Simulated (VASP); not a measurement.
The system is CuO.

```
Cu O
1.0
     2.04680   -2.05860    0.00000
     2.04680    2.05860    0.00000
     0.00000    0.00000    5.13735
Cu O
2 2
Direct
  0.50000 0.00000 0.00000
  0.00000 0.50000 0.50000
  0.50000 0.50000 0.25000
  0.50000 0.50000 0.75000
```

Base run:

| Quantity | Value |
| --- | --- |
| Program | VASP 6.6.1 |
| Functional | PBE |
| Potentials or basis | VASP PAW PBE potentials, release 64 (Cu, O) |
| Cutoff | 520 eV |
| k mesh | 9 × 9 × 5 |
| Occupations | fermi-dirac, width 0.05 eV |
| Spin | no spin polarisation |

Its results: band gap on the k mesh zero (band 17 reaches 5.86 eV, above the bottom of band 18 at 4.91 eV); pressure 5.7 GPa.

**Question.** The run is repeated on the same cell with these changes: potentials or basis from VASP PAW PBE potentials, release 64 (Cu, O) to VASP PAW PBE potentials, release 64 (Cu_sv_GW, O); cutoff from 520 eV to 700 eV; further incar settings from ALGO = Normal; EDIFF = 1e-07; NBANDS = 25 to ALGO = Normal; EDIFF = 1e-06; NBANDS = 33; valence electrons from 34 to 50. What comes out?

**Answer.** Band gap on the k mesh zero (band 25 reaches 5.89 eV, above the bottom of band 26 at 4.95 eV); pressure 2.3 GPa.

Caveats: semilocal functionals often make such compounds metallic where correlation or magnetic order opens a gap, which also shifts bond lengths.
